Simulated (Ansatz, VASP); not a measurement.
## One calculation of Sr, two programs

File INCAR:

```
SYSTEM = Sr
  ALGO = Normal
  EDIFF = 1E-6
  ENCUT = 520
  GGA = PE
  ISIF = 2
  ISMEAR = -1
  LASPH = .True.
  LCHARG = .False.
  LREAL = .False.
  LWAVE = .False.
  NBANDS = 11
  NELM = 80
  PREC = Accurate
  SIGMA = 0.08
```

File KPOINTS:

```
k-points
0
Gamma
  12 12 12
  0 0 0
```

The input POSCAR:

```
Sr
1.0
    0.0000000000      2.6549261638      2.6549261638
    2.6549261638      0.0000000000      2.6549261638
    2.6549261638      2.6549261638      0.0000000000
Sr
1
Direct
    0.0000000000      0.0000000000      0.0000000000
```

Input for Ansatz:

```yaml
crystal:
  lattice:
    - [0.0, 2.6549261638, 2.6549261638]
    - [2.6549261638, 0.0, 2.6549261638]
    - [2.6549261638, 2.6549261638, 0.0]
  atoms:
    - { symbol: Sr, position: [0.0, 0.0, 0.0] }
kpoints:
  mp_grid: { grid: [12, 12, 12] }
scf:
  occupations: { method: fermi_dirac, width: 0.08 }
hamiltonian:
  xc: pbe
  pseudopotentials: { kind: all_electron, lapw: { basis_error: 0.001 } }
output:
  forces: true
  stress: true
  eigenvalues: true
  populations: true
```

Change from the starting cell: volume scaled by 0.68, LAPW.

Alike in both runs: task single point; functional PBE; k mesh 12 × 12 × 12; occupations fermi-dirac, width 0.08 eV; no spin polarisation.

|  | VASP | Ansatz |
| --- | --- | --- |
| version | VASP 6.6.1 | Ansatz 0.2.0 |
| potentials or method | VASP PAW PBE potentials, release 64 (Sr_sv), cutoff 520 eV | all-electron LAPW, scalar-relativistic |

```tsv
	VASP	Ansatz	Ansatz less VASP
pressure (GPa)	8.3	8.2	-0.03
```

Ansatz ran all-electron here, and VASP with PAW potentials.
